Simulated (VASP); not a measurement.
Wanted: the native input for a VASP 6.6.1 run.

```
Task                   : electric field gradients
Functional             : PBE
Potentials or basis    : VASP PAW PBE potentials, release 64 (Zn, S)
Cutoff                 : 520 eV
k mesh                 : 8 × 8 × 5
Occupations            : fermi-dirac, width 0.03 eV
Spin                   : no spin polarisation
Dipole correction      : no
Further INCAR settings : ALGO = Normal; EDIFF = 1e-08; NBANDS = 26
```

The structure of ZnS lies in POSCAR:

```
ZnS
1.0
    3.7854208379      0.0000000000      0.0000000000
   -1.8927104190      3.2782706096      0.0000000000
    0.0000000000      0.0000000000      6.1921598132
Zn S
2 2
Direct
    0.3333333333      0.6666666667      0.0000000000
    0.6666666667      0.3333333333      0.5000000000
    0.3333333333      0.6666666667      0.3850000000
    0.6666666667      0.3333333333      0.8850000000
```

One way to write it, as run:

INCAR

```
PREC     = Accurate       # precision mode
ENCUT    = 520            # plane-wave cutoff, eV
EDIFF    = 1E-8           # SCF threshold, eV
ISMEAR   = -1             # smearing method
SIGMA    = 0.03           # smearing width, eV
LREAL    = F              # projectors in reciprocal space
LASPH    = T              # aspherical terms in the spheres
NELM     = 80             # most SCF steps
ALGO     = Normal         # electronic algorithm
ISIF     = 2              # what is computed and relaxed
LWAVE    = F              # write WAVECAR
LCHARG   = F              # write CHGCAR
GGA      = PE             # functional
LEFG     = T            
NBANDS   = 26             # bands
```

KPOINTS

```
regular mesh
0
Gamma
  8 8 5
```

Potentials or basis: VASP PAW PBE potentials, release 64 (Zn, S).

The run is started by

```console
$ cat potpaw_PBE.64/Zn/POTCAR potpaw_PBE.64/S/POTCAR > POTCAR
$ mpirun -np 1 vasp_std > vasp.out
```

It gave:

```yaml
Pressure: 4.2 GPa
Largest_force: 0.348 eV/Å
Band_gap_on_the_k_mesh: 2.35 eV
Largest_electric_field_gradient_by_atom: Zn +19.7; S -5.3 V/Å²
```

Caveat: the cell stands under pressure; without QUAD_EFG the Cq values of the log hold for a quadrupole moment of 1 mb, not for the nuclei.

Run time: 62 s on 1 thread of AMD EPYC 7R43 64-Core Processor (Zen 3), with other jobs on the host, peak memory 0.17 GiB.
